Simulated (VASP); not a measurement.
Input of a VASP 6.6.1 run:

Contents of INCAR:

```
SYSTEM = B
PREC = Accurate
ENCUT = 500
EDIFF = 1E-6
ISMEAR = 1
SIGMA = 0.1
LREAL = .False.
LASPH = .True.
NELM = 120
ALGO = Normal
ISIF = 2
LWAVE = .False.
LCHARG = .False.
GGA = PS
NBANDS = 8
GGA_COMPAT = .False.
```

Contents of KPOINTS:

```
Automatic mesh
0
Gamma
  23 23 10
  0 0 0
```

POSCAR

```
B
1.0
    1.7024300000      0.0000000000      0.0000000000
   -0.8512200000      1.4743500000      0.0000000000
    0.0000000000      0.0000000000      3.6111838667
B
1
Direct
    0.0000000000      0.0000000000      0.0000000000
```

Potentials or basis: VASP PAW PBE potentials, release 64 (B).

Command:

```sh
$ cat potpaw_PBE.64/B/POTCAR > POTCAR
$ mpirun -np 1 vasp_std > vasp.out
```

Q: Predict the pressure.

A: 1.4 GPa.

Stress tensor (GPa, compression positive):
```
 2.50  0.00  0.00
 0.00  2.50  0.00
 0.00  0.00 -0.70
```

Caveat: the PAW data sets were made with another functional, which shifts forces and pressure a little.
